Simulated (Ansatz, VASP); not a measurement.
# One calculation of Al, two programs

File INCAR:

```
PREC = Accurate ; ENCUT = 520
EDIFF = 1E-6 ; ISMEAR = 0
SIGMA = 0.15 ; LREAL = F
LASPH = T ; NELM = 100
ALGO = Normal ; ISIF = 2
LWAVE = F ; LCHARG = T
GGA = PE ; LELF = T
LVHAR = T ; NBANDS = 8
```

KPOINTS

```
Automatic mesh
0
Gamma
  20 20 20
```

POSCAR

```
Al
1.0
    0.0000000000      2.0239800000      1.9227810000
    2.0239800000      0.0000000000      1.9227810000
    2.0239800000      2.0239800000      0.0000000000
Al
1
Direct
    0.0000000000      0.0000000000      0.0000000000
```

Input for Ansatz:

```yaml
crystal:
  lattice:
    - [0.0, 2.02398, 1.922781]
    - [2.02398, 0.0, 1.922781]
    - [2.02398, 2.02398, 0.0]
  atoms:
    - { symbol: Al, position: [0.0, 0.0, 0.0] }
basis:
  ecutwfc: 420
kpoints:
  mp_grid: { grid: [20, 20, 20] }
hamiltonian:
  xc: pbe
scf:
  occupations: { method: gaussian, width: 0.15 }
output:
  forces: true
  stress: true
  eigenvalues: true
```

Change from the starting cell: strain +0.000 along x and y, -0.050 along z, atoms carried along.

Alike in both runs: task single point; functional PBE; k mesh 20 × 20 × 20; occupations gaussian, width 0.15 eV; no spin polarisation.

|  | VASP | Ansatz |
| --- | --- | --- |
| version | VASP 6.6.1 | Ansatz 0.2.0 |
| potentials or method | VASP PAW PBE potentials, release 64 (Al), cutoff 520 eV | scalar-relativistic, plane waves, PAW |
| valence electrons in the cell | 3 | 3 |

VASP gave:

* gap on the k mesh at the Fermi level (eV): none
* pressure (GPa): 4.1
* traceless stress, the component that is largest in VASP (GPa): 2.18

Problem. Which values does Ansatz return?

Solution. gap on the k mesh at the Fermi level (eV): none; pressure (GPa): 4.2; traceless stress, the component that is largest in VASP (GPa): 2.19.

A gap of «none» marks a metal or a gap that the smearing closes.
